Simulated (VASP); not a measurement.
Cl, 4 atoms in the cell. It takes space group Cmce (No. 64, orthorhombic). Conventional cell: a = 6.240 Å, b = 4.480 Å, c = 8.260 Å, α = 90.00°, β = 90.00°, γ = 90.00°. Cl (site symmetry m) has 1 Cl at 2.02 Å within 2.7 Å. 

| Property | Result |
| --- | --- |
| Program | VASP 6.6.1 |
| Task | single point |
| Functional | PBE |
| Potentials or basis | VASP PAW PBE potentials, release 64 (Cl) |
| Cutoff | 520 eV |
| k mesh | 8 × 8 × 4 |
| Occupations | fermi-dirac, width 0.05 eV |
| Spin | no spin polarisation |
| Dipole correction | no |
| Further INCAR settings | ALGO = Normal; EDIFF = 1e-07; NBANDS = 22 |

Potentials or basis: VASP PAW PBE potentials, release 64 (Cl).

Launch:

```bash
$ cat potpaw_PBE.64/Cl/POTCAR > POTCAR
$ mpirun -np 1 vasp_std > vasp.out
```

Hardware: 1 thread of AMD EPYC 7R13, on a shared host.

Question: Estimate the wall time of this run.

Answer: Run time: 3.6 min on 1 thread of AMD EPYC 7R13, with other jobs on the host, peak memory 0.25 GiB. Counts: scf iterations 14, k points 63.
